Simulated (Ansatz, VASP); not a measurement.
# Two plane-wave programs on Ti

```
CELL_PARAMETERS angstrom
0.00000 2.11120 2.19240
2.11120 0.00000 2.19240
2.11120 2.11120 0.00000
ATOMIC_POSITIONS crystal
Ti 0.00000 0.00000 0.00000
```

Change from the starting cell: strain +0.040 along x and y, +0.080 along z, atoms carried along.

Alike in both runs: task single point; functional PBEsol; k mesh 20 × 20 × 20; occupations gaussian, width 0.15 eV; no spin polarisation.

|  | VASP | Ansatz |
| --- | --- | --- |
| version | VASP 6.6.1 | Ansatz 0.2.0 |
| potentials or method | VASP PAW PBE potentials, release 64 (Ti_sv), cutoff 520 eV | scalar-relativistic, plane waves, PAW |
| valence electrons in the cell | 12 | 12 |

```csv
,VASP,Ansatz,Ansatz less VASP
gap on the k mesh at the Fermi level (eV),none,none,-
pressure (GPa),-13.7,-13.7,-0.05
"traceless stress, the component that is largest in VASP (GPa)",-0.81,-0.81,+0.003
```

VASP's potentials were made for PBE, not for PBEsol. A gap of «none» marks a metal or a gap that the smearing closes. The functional is the same, so the differences come from potentials, cutoffs and numerics.
